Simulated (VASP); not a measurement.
Set up this calculation in VASP 6.6.1, as the native input.

| Quantity | Value |
| --- | --- |
| Task | single point |
| Functional | PBE |
| Potentials or basis | VASP PAW PBE potentials, release 64 (Na_pv, I) |
| Cutoff | 520 eV |
| k mesh | 10 × 10 × 10 |
| Occupations | gaussian, width 0.1 eV |
| Spin | no spin polarisation |
| Dipole correction | no |
| Further INCAR settings | ALGO = Normal; EDIFF = 1e-06; NBANDS = 18 |

The structure of NaI2 lies in POSCAR:

```
NaI2
1.0
    0.0000000000      3.8800597751      3.8800597751
    3.8800597751      0.0000000000      3.8800597751
    3.8800597751      3.8800597751      0.0000000000
Na I
1 2
Direct
    0.0000000000      0.0000000000      0.0000000000
    0.2500000000      0.2500000000      0.2500000000
    0.7500000000      0.7500000000      0.7500000000
```

These files were run (other wordings do the same):

INCAR

```
SYSTEM = NaI2
PREC = Accurate
ENCUT = 520
EDIFF = 1E-6
ISMEAR = 0
SIGMA = 0.1
LREAL = .FALSE.
LASPH = .TRUE.
NELM = 80
ALGO = Normal
ISIF = 2
LWAVE = .FALSE.
LCHARG = .TRUE.
GGA = PE
LELF = .TRUE.
LVHAR = .TRUE.
NBANDS = 18
```

KPOINTS

```
Automatic mesh
0
G
  10 10 10
  0 0 0
```

Potentials or basis: VASP PAW PBE potentials, release 64 (Na_pv, I).

Command:

```sh
$ cat potpaw_PBE.64/Na_pv/POTCAR potpaw_PBE.64/I/POTCAR > POTCAR
$ mpirun -np 1 vasp_std > vasp.out
```

Results of the run:

```json
{
 "Pressure": "0.0 GPa"
}
```

Caveat: an odd number of electrons without spin polarisation forces a metal; a magnetic or distorted state may lie lower.

Wall time 93 s on 1 thread of AMD EPYC 7R43 64-Core Processor (Zen 3), with other jobs on the host, peak memory 0.26 GiB.
